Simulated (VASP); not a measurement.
A run of VASP 6.6.1 is set up as follows.

Contents of INCAR:

```
ALGO = Normal
EDIFF = 1E-6
ENCUT = 520
ISIF = 2
ISMEAR = -1
LASPH = T
LCHARG = T
LELF = T
LREAL = Auto
LVHAR = T
LWAVE = F
NBANDS = 46
NELECT = 64.0
NELM = 60
PREC = Accurate
SIGMA = 0.02
```

KPOINTS

```
k-points
0
Gamma
  2 2 2
```

File POSCAR:

```
Mg8HO8
1.0
    0.0000000000      4.2993000000      4.2993000000
    4.2993000000      0.0000000000      4.2993000000
    4.2993000000      4.2993000000      0.0000000000
Mg O H
8 8 1
Direct
   -0.0307858256      0.0310744772      0.0230803852
   -0.0094380481      0.0097341428      0.5056285907
   -0.0037801503      0.4962831159      0.0100860605
    0.0024951736      0.5025577420      0.4998372991
    0.4977343986     -0.0022032656      0.0045971437
    0.5040129789      0.0040760124      0.5022915358
    0.5310090015      0.4692794176      0.0230786407
    0.5096718070      0.4906240551      0.5056288233
    0.2532755332      0.2497349569      0.2525061056
    0.2469549694      0.2506190543      0.7552230596
    0.2501157165      0.7501799130      0.2321346498
    0.2501162980      0.7501767730      0.7396987882
    0.7501143209      0.2501789826      0.2659213128
    0.7501154839      0.2501778196      0.7599212663
    0.7496727374      0.7533386830      0.2525057568
    0.7505567185      0.7470182355      0.7552225944
    0.2501324634      0.7502003815     -0.0980858512
```

Potentials or basis: VASP PAW LDA potentials, release 64 (Mg, O, H).

The run is started by

```sh
$ cat potpaw_LDA.64/Mg/POTCAR potpaw_LDA.64/O/POTCAR potpaw_LDA.64/H/POTCAR > POTCAR
$ mpirun -np 1 vasp_std > vasp.out
```

**Question.** Predict the largest force.

**Answer.** 0.202 eV/Å.

Forces on the atoms (eV/Å):
```
Mg   0.021 -0.019  0.000
Mg   0.008  0.012  0.000
Mg  -0.006 -0.006 -0.003
Mg   0.000  0.000  0.003
Mg  -0.001 -0.001 -0.003
Mg  -0.006 -0.006  0.003
Mg  -0.019  0.021  0.000
Mg   0.012  0.008  0.000
O   -0.002  0.000 -0.022
O    0.000 -0.001  0.023
O   -0.045 -0.045  0.000
O   -0.105 -0.105 -0.001
O    0.002  0.002  0.000
O    0.000  0.000  0.000
O    0.000 -0.002 -0.022
O   -0.001  0.000  0.023
H    0.143  0.143  0.000
```

Caveat: the k points lie up to 0.63 Å⁻¹ apart; the cell carries a net charge on a neutralising background, which shifts energy and pressure.
